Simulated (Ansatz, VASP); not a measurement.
**One calculation of Co, two programs**

```
Co
1.0
     0.00000    1.79170    1.79170
     1.79170    0.00000    1.79170
     1.79170    1.79170    0.00000
Co
1
Direct
  0.00000 0.00000 0.00000
```

Alike in both runs: task single point; functional r2SCAN; k mesh 14 × 14 × 14; occupations gaussian, width 0.1 eV; collinear spin.

|  | VASP | Ansatz |
| --- | --- | --- |
| version | VASP 6.6.1 | Ansatz 0.2.0 |
| potentials or method | VASP PAW PBE potentials, release 64 (Co), cutoff 520 eV | PAW, plane waves, scalar-relativistic |
| valence electrons in the cell | 9 | 17 |

Ansatz gave:

- pressure (GPa): -11.3
- net moment per atom (μB): 1.85
- size of the moment on the site where the two differ most (μB): 1.96

**Question.** Which values does VASP return?

**Answer.** Pressure (GPa): -11.3; net moment per atom (μB): 1.82; size of the moment on the site where the two differ most (μB): 1.89.

VASP's potentials were made for PBE, not for r2SCAN. Site moments also hang on the region over which each program counts them. VASP's potentials hold 9 valence electrons a cell and Ansatz's 17, so a difference there can come from the potentials and not from the codes. Ansatz's warnings: stability check not made.
